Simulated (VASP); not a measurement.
The system is Cr.

```
Cr
1.0
     1.14705   -2.46703    0.00000
     1.14705    2.46703    0.00000
     0.00000    0.00000    4.06431
Cr
2
Direct
  0.12947 0.87053 0.75000
  0.87053 0.12947 0.25000
```

```yaml
Program: VASP 6.6.1
Task: relaxation of cell and atoms
Functional: PBE
Dispersion: D3(BJ)
Potentials_or_basis: VASP PAW PBE potentials, release 64 (Cr_pv)
Cutoff: 600 eV
k_mesh: 20 × 20 × 10
Occupations: gaussian, width 0.1 eV
Spin: no spin polarisation
```

At the start: pressure -0.1 GPa; volume 11.50 Å³/atom.

Problem. Where does the relaxation end?

Solution. Over 10 steps the energy falls by 8.7 meV/atom and the volume is 11.48 Å³/atom (-0.1 %); space group Cmcm (No. 63, to 0.05 Å).

Step by step:
```tsv
step	energy change (eV)	largest force (eV/Å)	pressure (GPa)	volume (Å³)
1	0.0000	0.1591	-0.06	23.00
2	-0.0083	0.1366	-0.12	22.99
3	-0.0132	0.1175	0.02	22.96
4	-0.0134	0.1088	0.12	22.95
5	-0.0158	0.0862	-0.16	22.98
6	-0.0159	0.0815	-0.21	22.99
7	-0.0174	0.0170	0.35	22.94
8	-0.0174	0.0030	0.46	22.93
9	-0.0170	0.0118	-1.22	23.08
10	-0.0175	0.0013	-0.01	22.97
```

Final structure:
```
Cr
1.0
     1.14030   -2.40948    0.00000
     1.14030    2.40948    0.00000
     0.00000    0.00000    4.17992
Cr
2
Direct
  0.13912 0.86088 0.75000
  0.86088 0.13912 0.25000
```

Caveat: the run has no spin polarisation, though such a crystal can be magnetic; pairwise dispersion overbinds metals, which lowers pressure and volume.
